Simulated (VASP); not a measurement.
# CdHg2Se3 (C2) in VASP: further runs

Runs on CdHg2Se3. Level: PBE. Tasks: relaxation of shape and atoms at fixed volume.

Program: VASP 6.6.1. These are calculated values, not measurements. Logs are shortened: lines on timing, memory, paths and dates and some standing lists are left out, and cuts for length are marked.

## Step 1: The cell of the first run

The structure is monoclinic, space group C2 (No. 5). Conventional cell: a = 7.252 Å, b = 4.460 Å, c = 9.835 Å, α = 90.00°, β = 94.38°, γ = 90.00°. Within 3.5 Å of Cd (site symmetry 2) lie 4 Se at 2.63 to 2.73 Å. Within 3.5 Å of Hg (site symmetry 1) lie 6 Se at 2.50 to 3.44 Å. Within 3.5 Å of Se (site symmetry 2) lie 6 Hg at 2.50 to 3.43 Å. Se (site symmetry 1) has 3 Hg at 2.50 to 3.44 Å and 2 Cd at 2.63 to 2.73 Å within 3.5 Å.

## Step 2: Relaxation of shape and atoms at fixed volume, PBE (26.43 Å³/atom)

INCAR reads:

```
SYSTEM = CdHg2Se3
PREC = Accurate
ENCUT = 600
EDIFF = 1E-6
ISMEAR = 0
SIGMA = 0.02
LREAL = .FALSE.
LASPH = .TRUE.
NELM = 100
ALGO = Normal
ISIF = 4
LWAVE = .FALSE.
LCHARG = .FALSE.
GGA = PE
IBRION = 2
NSW = 50
EDIFFG = -0.01
```

KPOINTS reads:

```
regular mesh
0
G
  8 8 4
  0 0 0
```

POSCAR reads:

```
CdHg2Se3
1.0
    3.6259954726     -2.2297921794      0.0407103011
    3.6259954726      2.2297921794      0.0407103011
   -0.8617522909      0.0000000000      9.7968174138
Cd Hg Se
1 2 3
Direct
    0.3726431521      0.6273568479      0.0000000000
    0.9966462133      0.3048535855      0.6685321381
    0.6951464145      0.0033537867      0.3314678619
    0.4845973048      0.5154026952      0.5000000000
    0.9623543547      0.5113874394      0.1577210935
    0.4886125606      0.0376456453      0.8422789065
```

Potentials or basis: VASP PAW PBE potentials, release 64 (Cd, Hg, Se).

Started as:

```sh
> cat potpaw_PBE.64/Cd/POTCAR potpaw_PBE.64/Hg/POTCAR potpaw_PBE.64/Se/POTCAR > POTCAR
> mpirun -np 1 vasp_std > vasp.out
```

OUTCAR:

```text
SYSTEM = CdHg2Se3
   PREC = Accurate
   ENCUT = 600
   EDIFF = 1E-6
   ISMEAR = 0
   LREAL = .FALSE.
   LASPH = .TRUE.
   NELM = 100
   ISIF = 4
   GGA = PE
   IBRION = 2
   NSW = 50
   EDIFFG = -0.01

 ion  position               nearest neighbor table
   1  0.373  0.627  0.000-   5 2.63   6 2.63   5 2.73   6 2.73
   2  0.997  0.305  0.669-   6 2.50   4 2.50   4 3.19   6 3.32   3 3.83
   3  0.695  0.003  0.331-   5 2.50   4 2.50   4 3.19   5 3.32   2 3.83
   4  0.485  0.515  0.500-   2 2.50   3 2.50   3 3.19   2 3.19
   5  0.962  0.511  0.158-   3 2.50   1 2.63   1 2.73   3 3.32
   6  0.489  0.038  0.842-   2 2.50   1 2.63   1 2.73   2 3.32

  LATTYP: Found a base centered monoclinic cell.
 ALAT       =     7.2524479994
 B/A-ratio  =     0.6149074573
 C/A-ratio  =     1.3560449264
 COS(beta)  =    -0.0764351580

  Lattice vectors:

 A1 = (   3.6259954726,  -2.2297921794,   0.0407103011)
 A2 = (   3.6259954726,   2.2297921794,   0.0407103011)
 A3 = (  -0.8617522909,   0.0000000000,   9.7968174138)

Analysis of symmetry for initial positions (statically):
=====================================================================
 Subroutine PRICEL returns:
 Original cell was already a primitive cell.

 Routine SETGRP: Setting up the symmetry group for a
 base centered monoclinic supercell.

 Subroutine GETGRP returns: Found  2 space group operations
 (whereof  2 operations were pure point group operations)
 out of a pool of  4 trial point group operations.

The static configuration has the point symmetry C_2 .

Analysis of symmetry for dynamics (positions and initial velocities):
=====================================================================
 Subroutine PRICEL returns:
 Original cell was already a primitive cell.

 Routine SETGRP: Setting up the symmetry group for a
 base centered monoclinic supercell.

 Subroutine GETGRP returns: Found  2 space group operations
 (whereof  2 operations were pure point group operations)
 out of a pool of  4 trial point group operations.

The dynamic configuration has the point symmetry C_2 .

 Subroutine INISYM returns: Found  2 space group operations
 (whereof  2 operations are pure point group operations),
 and found     1 'primitive' translations

----------------------------------------------------------------------------------------

                                     Primitive cell

  volume of cell :     158.5752

  direct lattice vectors                    reciprocal lattice vectors
     3.625995473 -2.229792179  0.040710301     0.137757120 -0.224236144  0.012117457
     3.625995473  2.229792179  0.040710301     0.137757120  0.224236144  0.012117457
    -0.861752291  0.000000000  9.796817414    -0.001144889  0.000000000  0.101973258

  length of vectors
     4.256932424  4.256932424  9.834645314     0.263449626  0.263449626  0.101979685

  position of ions in fractional coordinates (direct lattice)
     0.372643152  0.627356848  0.000000000
     0.996646213  0.304853585  0.668532138
     0.695146415  0.003353787  0.331467862
     0.484597305  0.515402695  0.500000000
     0.962354355  0.511387439  0.157721094
     0.488612561  0.037645645  0.842278906

  ion indices of the primitive-cell ions
   primitive index   ion index
                 1           1
                 2           2
                 3           3
                 4           4
                 5           5
                 6           6

----------------------------------------------------------------------------------------

 KPOINTS: regular mesh

Automatic generation of k-mesh.
 Grid dimensions read from file:
 generate k-points for:    8    8    4

 Generating k-lattice:

  Cartesian coordinates                     Fractional coordinates (reciprocal lattice)
     0.017219640 -0.028029518  0.001514682     0.125000000 -0.000000000 -0.000000000
     0.017219640  0.028029518  0.001514682    -0.000000000  0.125000000 -0.000000000
    -0.000286222  0.000000000  0.025493314     0.000000000  0.000000000  0.250000000

  Length of vectors
     0.032931203  0.032931203  0.025494921

  Shift w.r.t. Gamma in fractional coordinates (k-lattice)
     0.000000000  0.000000000  0.000000000

 Subroutine IBZKPT returns following result:
 ===========================================

 Found     78 irreducible k-points:

 Following reciprocal coordinates:
            Coordinates               Weight
  0.000000  0.000000  0.000000      1.000000
  0.125000 -0.000000 -0.000000      4.000000
  0.250000 -0.000000 -0.000000      4.000000
  0.375000 -0.000000 -0.000000      4.000000
  0.500000 -0.000000 -0.000000      2.000000
  0.125000  0.125000 -0.000000      2.000000
[... 16 lines left out ...]
  0.125000 -0.000000  0.250000      4.000000
  0.250000 -0.000000  0.250000      4.000000
 [... further k-points ...]
   k-points           NKPTS =     78   k-points in BZ     NKDIM =     78   number of bands    NBANDS=     32
   number of dos      NEDOS =    301   number of ions     NIONS =      6
   total plane-waves  NPLWV = 103680
   dimension x,y,z NGX =    36 NGY =   36 NGZ =   80
   dimension x,y,z NGXF=    72 NGYF=   72 NGZF=  160
   ions per type =               1   2   3
   NGX,Y,Z   is equivalent  to a cutoff of  14.06, 14.06, 13.52 a.u.
   NGXF,Y,Z  is equivalent  to a cutoff of  28.12, 28.12, 27.05 a.u.
 SYSTEM =  CdHg2Se3
   PREC   = accura    normal or accurate (medium, high low for compatibility)
   ISTART =      0    job   : 0-new  1-cont  2-samecut
   ICHARG =      2    charge: 1-file 2-atom 10-const
   ISPIN  =      1    spin polarized calculation?
   LNONCOLLINEAR =      F non collinear calculations
   LSORBIT =      F    spin-orbit coupling
   LASPH  =      T    aspherical Exc in radial PAW
   ENCUT  =  600.0 eV  44.10 Ry    6.64 a.u.   8.50  8.50 19.64*2*pi/ulx,y,z
   NELM   =    100;   NELMIN=  2; NELMDL= -5     # of ELM steps
   EDIFF  = 0.1E-05   stopping-criterion for ELM
   LREAL  =      F    real-space projection
   EDIFFG = -.1E-01   stopping-criterion for IOM
   NSW    =     50    number of steps for IOM
   IBRION =      2    ionic relax: 0-MD 1-quasi-New 2-CG
   NFREE  =      1    steps in history (QN), initial steepest desc. (CG)
   ISIF   =      4    stress and relaxation
   ISYM   =      2    0-nonsym 1-usesym 2-fastsym
   POTIM  = 0.5000    time-step for ionic-motion
   TEBEG  =    0.0;   TEEND  =   0.0 temperature during run
   PSTRESS=    0.0 pullay stress
   NELECT =      54.0000    total number of electrons
   NUPDOWN=      -1.0000    fix difference up-down
   EMIN   =  10.00;   EMAX   =-10.00  energy-range for DOS
   EFERMI =   0.00;   METHOD = LEGACY
   ISMEAR =     0;   SIGMA  =   0.02  broadening in eV -4-tet -1-fermi 0-gaus
   EFERMI_NEDOS =   21; number of points for ismear=-14 and -15
   IALGO  =     38    algorithm
   IMIX   =      4    mixing-type and parameters
     AMIX     =   0.40;   BMIX     =  1.00
     AMIX_MAG =   1.60;   BMIX_MAG =  1.00
  volume/ion in A,a.u.               =      26.43       178.35
  Fermi-wavevector in a.u.,A,eV,Ry     =   1.143214  2.160362 17.781983  1.306939
  Thomas-Fermi vector in A             =   2.279910
   LORBIT       =      0    0 simple, 1 ext, 2 COOP (PROOUT), +10 PAW based schemes
   GGA     = PE    functional components
   LHFCALC =     F    Hartree Fock is set to
   AEXX    =    0.0000 exact exchange contribution
   IVDW    =     0    specifies the selected vdW correction
   LEPSILON=     F    determine dielectric tensor
   LRPA    =     F    only Hartree local field effects (RPA)
 conjugate gradient relaxation of ions
 non-spin polarized calculation
 Gauss-broadening in eV      SIGMA  =   0.02
  energy-cutoff  :      600.00
  volume of cell :      158.58
 maximum number of plane-waves:      5326
 NGX is ok and might be reduce to    36
   NGX = 17   NGY = 17   NGZ = 39

--------------------------------------- Ionic step        1  -------------------------------------------

 number of electron      54.0000003 magnetization

 Free energy of the ion-electron system (eV)
  ---------------------------------------------------
  ext. energy  EPLUGINS =         0.00000000
  ---------------------------------------------------
  free energy    TOTEN  =       -13.27738713 eV

  energy without entropy =      -13.27738713  energy(sigma->0) =      -13.27738713

------------------------ aborting loop because EDIFF is reached ----------------------------------------

  FORCE on cell =-STRESS in cart. coord.  units (eV):
  Direction    XX          YY          ZZ          XY          YZ          ZX
  --------------------------------------------------------------------------------------
  -------------------------------------------------------------------------------------
  Total        2.7015291      3.0869850      3.4276570      0.0000000      0.0000000      0.3987024
  in kB       27.2951122     31.1895961     34.6316033      0.0000000      0.0000000      4.0283207
  external PRESSURE =      31.0387706 kB  Pullay stress =       0.0000000 kB
[... 101 lines left out ...]
  FREE ENERGIE OF THE ION-ELECTRON SYSTEM (eV)
  ---------------------------------------------------
  free  energy   TOTEN  =       -13.2925762726 eV

  energy  without entropy=      -13.2925762726  energy(sigma->0) =      -13.29257627

[... ionic steps 4 to 15 ...]

--------------------------------------- Ionic step       16  -------------------------------------------

 number of electron      54.0000006 magnetization

------------------------ aborting loop because EDIFF is reached ----------------------------------------
[... 75 lines left out ...]
--------------------------------------- Ionic step       18  -------------------------------------------

 number of electron      54.0000006 magnetization

 Free energy of the ion-electron system (eV)
  ---------------------------------------------------
  ext. energy  EPLUGINS =         0.00000000
  ---------------------------------------------------
  free energy    TOTEN  =       -13.30775557 eV

  energy without entropy =      -13.30775557  energy(sigma->0) =      -13.30775557

 E-fermi :   1.9231     XC(G=0):  -9.4968

 val. band max:        1.8313198154   @ k =   0.0000   0.0000   0.5000
 cond. band min:       2.5341465638   @ k =   0.0000   0.0000   0.0000
 fundamental gap:      0.7028267484
 Fermi energy:         1.9230661892

 k-point     1 :       0.0000    0.0000    0.0000
  band No.  band energies     occupation
      1     -11.3262      2.00000
      2     -10.6219      2.00000
      3     -10.5961      2.00000
      4      -6.2842      2.00000
      5      -6.1273      2.00000
      6      -6.0990      2.00000
[... 829 lines left out ...]
     31       5.8358      0.00000
     32       6.6952      0.00000

 [... further k-points ...]

------------------------ aborting loop because EDIFF is reached ----------------------------------------

  FORCE on cell =-STRESS in cart. coord.  units (eV):
  Direction    XX          YY          ZZ          XY          YZ          ZX
  --------------------------------------------------------------------------------------
  -------------------------------------------------------------------------------------
  Total        1.5858415      1.6601311      1.6437974      0.0000000      0.0000000      0.0133415
  in kB       16.0226742     16.7732650     16.6082368      0.0000000      0.0000000      0.1347970
  external PRESSURE =      16.4680587 kB  Pullay stress =       0.0000000 kB
[... 21 lines left out ...]
  FREE ENERGIE OF THE ION-ELECTRON SYSTEM (eV)
  ---------------------------------------------------
  free  energy   TOTEN  =       -13.3077555689 eV

  energy  without entropy=      -13.3077555689  energy(sigma->0) =      -13.30775557

 reached required accuracy - stopping structural energy minimisation
```

Run time: 2.2 h. Hardware: 1 thread of Oxide Virtual Turin-like, shared host; peak memory 0.64 GiB.

Results:

```yaml
Free_energy: -13.3078 eV
Energy_gained_by_relaxing: 5.1 meV/atom
Ionic_steps: 18
Pressure_after_relaxing: 1.6 GPa
Largest_force_after_relaxing: 0.008 eV/Å
Band_gap_on_the_k_mesh: 0.70 eV (least direct gap 0.81 eV)
```

Forces on the atoms (eV/Å):
```
Cd   0.000 -0.002  0.000
Hg   0.003  0.004 -0.007
Hg  -0.003  0.004  0.007
Se   0.000 -0.004  0.000
Se  -0.002 -0.001  0.006
Se   0.002 -0.001 -0.006
```

The path:
| step | energy change (eV) | largest force (eV/Å) | pressure (GPa) | volume (Å³) |
| --- | --- | --- | --- | --- |
| 1 | 0.0000 | 0.3529 | 3.10 | 158.58 |
| 2 | -0.0121 | 0.1860 | 2.70 | 158.58 |
| 3 | -0.0152 | 0.1806 | 2.37 | 158.58 |
| 4 | -0.0216 | 0.1052 | 2.16 | 158.58 |
| 5 | -0.0251 | 0.0916 | 1.83 | 158.58 |
| 6 | -0.0251 | 0.0887 | 1.86 | 158.58 |
| 7 | -0.0264 | 0.0606 | 1.81 | 158.58 |
| 8 | -0.0265 | 0.0798 | 1.80 | 158.58 |
| 9 | -0.0277 | 0.0576 | 1.77 | 158.58 |
| 10 | -0.0285 | 0.0382 | 1.72 | 158.58 |
| 11 | -0.0291 | 0.0339 | 1.70 | 158.58 |
| 12 | -0.0299 | 0.0440 | 1.64 | 158.58 |
| 13 | -0.0302 | 0.0157 | 1.65 | 158.58 |
| 14 | -0.0303 | 0.0172 | 1.65 | 158.58 |
| 15 | -0.0303 | 0.0183 | 1.65 | 158.58 |
| 16 | -0.0303 | 0.0209 | 1.65 | 158.58 |
| 17 | -0.0303 | 0.0193 | 1.65 | 158.58 |
| 18 | -0.0304 | 0.0084 | 1.65 | 158.58 |

Final structure:
```yaml
crystal:
  lattice:
    - [3.66343, -2.19374, 0.06415]
    - [3.66343, 2.19374, 0.06415]
    - [-0.80723, 0.00000, 9.85169]
  atoms:
    - { symbol: Cd, position: [0.37427, 0.62573, 0.00000] }
    - { symbol: Hg, position: [0.99871, 0.31993, 0.66755] }
    - { symbol: Hg, position: [0.68007, 0.00129, 0.33245] }
    - { symbol: Se, position: [0.46917, 0.53083, 0.50000] }
    - { symbol: Se, position: [0.97180, 0.49402, 0.15906] }
    - { symbol: Se, position: [0.50598, 0.02820, 0.84094] }
```

Levels at points of the mesh, in eV from the valence-band top:
| k point | band 24 | band 25 | band 26 | band 27 | band 28 | band 29 | band 30 | band 31 |
| --- | --- | --- | --- | --- | --- | --- | --- | --- |
| (0.00, 0.00, 0.00) | -0.96 | -0.41 | -0.37 | -0.11 | 0.70 | 2.67 | 2.78 | 4.26 |
| (0.50, 0.00, 0.00) | -1.85 | -1.40 | -0.85 | -0.65 | 1.15 | 2.35 | 2.69 | 3.50 |
| (0.50, 0.50, 0.00) | -2.05 | -1.26 | -1.17 | -1.03 | 1.39 | 2.31 | 2.67 | 3.10 |
| (0.00, 0.00, 0.50) | -0.99 | -0.40 | -0.25 | 0.00 | 1.67 | 1.72 | 2.72 | 4.15 |
| (0.50, 0.00, 0.50) | -1.71 | -1.49 | -0.85 | -0.61 | 1.41 | 1.99 | 3.13 | 3.63 |
| (0.50, 0.50, 0.50) | -1.90 | -1.89 | -1.13 | -0.82 | 1.44 | 2.18 | 2.68 | 3.90 |

Caveat: spin-orbit coupling is left out, which moves the levels of the heavy elements.

## Step 3: Relaxation of shape and atoms at fixed volume, PBE (29.91 Å³/atom)

This run uses another cell than the first one, of 29.91 Å³/atom.

INCAR reads:

```
  PREC = Accurate
  ENCUT = 600
  EDIFF = 1E-6
  ISMEAR = 0
  SIGMA = 0.02
  LREAL = False
  LASPH = True
  NELM = 80
  ALGO = Normal
  ISIF = 4
  LWAVE = False
  LCHARG = False
  GGA = PE
  IBRION = 2
  NSW = 50
  EDIFFG = -0.01
  KPAR = 4
```

KPOINTS reads:

```
regular mesh
0
Gamma
  8 8 4
```

POSCAR reads:

```
CdHg2Se3
1.0
    3.7126655257     -2.3898814189      0.0000000000
    3.7126655257      2.3898814189      0.0000000000
   -0.9958342092      0.0000000000     10.1143739146
Cd Hg Se
1 2 3
Direct
    0.3626760000      0.6373240000      0.0000000000
    0.9961470000      0.2820260000      0.6706310000
    0.7179740000      0.0038530000      0.3293690000
    0.5110200000      0.4889800000      0.5000000000
    0.9466300000      0.5344470000      0.1540750000
    0.4655530000      0.0533700000      0.8459250000
```

Potentials or basis: VASP PAW PBE potentials, release 64 (Cd, Hg, Se).

Started as:

```sh
> cat potpaw_PBE.64/Cd/POTCAR potpaw_PBE.64/Hg/POTCAR potpaw_PBE.64/Se/POTCAR > POTCAR
> mpirun -np 4 vasp_std > vasp.out
```

Wall time 33 min (4 MPI ranks of Oxide Virtual Turin-like, shared host); peak memory 0.71 GiB.

Results (log left out):

```yaml
Free_energy: -13.3752 eV
Energy_gained_by_relaxing: 1.5 meV/atom
Ionic_steps: 20
Pressure_after_relaxing: -0.2 GPa
Largest_force_after_relaxing: 0.008 eV/Å
Band_gap_on_the_k_mesh: 0.98 eV (least direct gap 0.99 eV)
```

Forces in eV/Å, atoms in the order of the input:
```
Cd   0.000  0.008  0.000
Hg   0.000 -0.005  0.004
Hg   0.000 -0.005 -0.004
Se   0.000  0.004  0.000
Se   0.002 -0.001 -0.002
Se  -0.002 -0.001  0.002
```

The path:
```csv
step,energy change (eV),largest force (eV/Å),pressure (GPa),volume (Å³)
1,0.0000,0.1578,-0.98,179.49
2,-0.0028,0.0914,-0.81,179.49
3,-0.0043,0.0777,-0.60,179.49
4,-0.0059,0.0499,-0.54,179.49
5,-0.0072,0.0297,-0.44,179.49
6,-0.0072,0.0359,-0.41,179.49
7,-0.0077,0.0249,-0.36,179.49
8,-0.0080,0.0259,-0.26,179.49
9,-0.0084,0.0251,-0.27,179.49
10,-0.0084,0.0480,-0.27,179.49
11,-0.0085,0.0386,-0.27,179.49
12,-0.0087,0.0268,-0.27,179.49
13,-0.0088,0.0554,-0.27,179.49
14,-0.0088,0.0394,-0.27,179.49
15,-0.0090,0.0143,-0.23,179.49
16,-0.0091,0.0130,-0.22,179.49
17,-0.0091,0.0124,-0.22,179.49
18,-0.0091,0.0120,-0.22,179.49
19,-0.0091,0.0127,-0.22,179.49
20,-0.0091,0.0080,-0.23,179.49
```

Final structure:
```
Cd Hg Se
1.0
     3.66402   -2.43691   -0.00956
     3.66402    2.43691   -0.00956
    -1.00851    0.00000   10.05351
Cd Hg Se
1 2 3
Direct
  0.36166 0.63834 0.00000
  0.99570 0.27491 0.67127
  0.72509 0.00430 0.32873
  0.52141 0.47859 0.50000
  0.93936 0.54322 0.15311
  0.45678 0.06064 0.84689
```

Levels at points of the mesh, in eV from the valence-band top:
| k point | band 23 | band 24 | band 25 | band 26 | band 27 | band 28 | band 29 | band 30 | band 31 | band 32 |
| --- | --- | --- | --- | --- | --- | --- | --- | --- | --- | --- |
| (0.00, 0.00, 0.00) | -1.13 | -0.86 | -0.52 | -0.28 | -0.01 | 0.98 | 2.73 | 2.92 | 3.86 | 4.41 |
| (0.50, 0.00, 0.00) | -1.92 | -1.47 | -1.16 | -0.56 | -0.41 | 1.65 | 2.58 | 2.77 | 3.62 | 5.30 |
| (0.50, 0.50, 0.00) | -2.06 | -1.92 | -1.25 | -1.23 | -0.91 | 1.82 | 2.52 | 2.64 | 2.99 | 4.36 |
| (0.00, 0.00, 0.50) | -0.98 | -0.91 | -0.50 | -0.29 | 0.00 | 1.78 | 2.02 | 2.71 | 3.81 | 5.38 |
| (0.50, 0.00, 0.50) | -2.11 | -1.46 | -1.09 | -0.58 | -0.40 | 1.73 | 2.51 | 3.20 | 3.39 | 5.06 |
| (0.50, 0.50, 0.50) | -2.03 | -1.89 | -1.85 | -1.18 | -0.74 | 1.91 | 2.47 | 2.59 | 3.66 | 3.83 |

Caveat: spin-orbit coupling is left out, which moves the levels of the heavy elements.
